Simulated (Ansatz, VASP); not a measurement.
## One calculation of AlN, two programs

```xyz
2
Lattice="0.0000 2.0816 2.0816 2.0816 0.0000 2.0816 2.0816 2.0816 0.0000" Properties=species:S:1:pos:R:3 pbc="T T T"
Al    2.0816    2.0816    2.0816
N     0.0000    0.0000    0.0000
```

Alike in both runs: task single point; functional PBEsol; k mesh 10 × 10 × 10; occupations gaussian, width 0.02 eV; no spin polarisation.

|  | VASP | Ansatz |
| --- | --- | --- |
| version | VASP 6.6.1 | Ansatz 0.2.0 |
| potentials or method | VASP PAW PBE potentials, release 64 (Al, N), cutoff 600 eV | scalar-relativistic, plane waves, PAW |
| valence electrons in the cell | 8 | 8 |

Ansatz gave:

* gap on the k mesh at the Fermi level (eV): 3.75
* least direct gap on the mesh (eV): 4.45
* pressure (GPa): -19.0

Task: What did VASP give for the same quantities?

Result: gap on the k mesh at the Fermi level (eV): 3.75; least direct gap on the mesh (eV): 4.47; pressure (GPa): -19.3.

VASP's potentials were made for PBE, not for PBEsol.
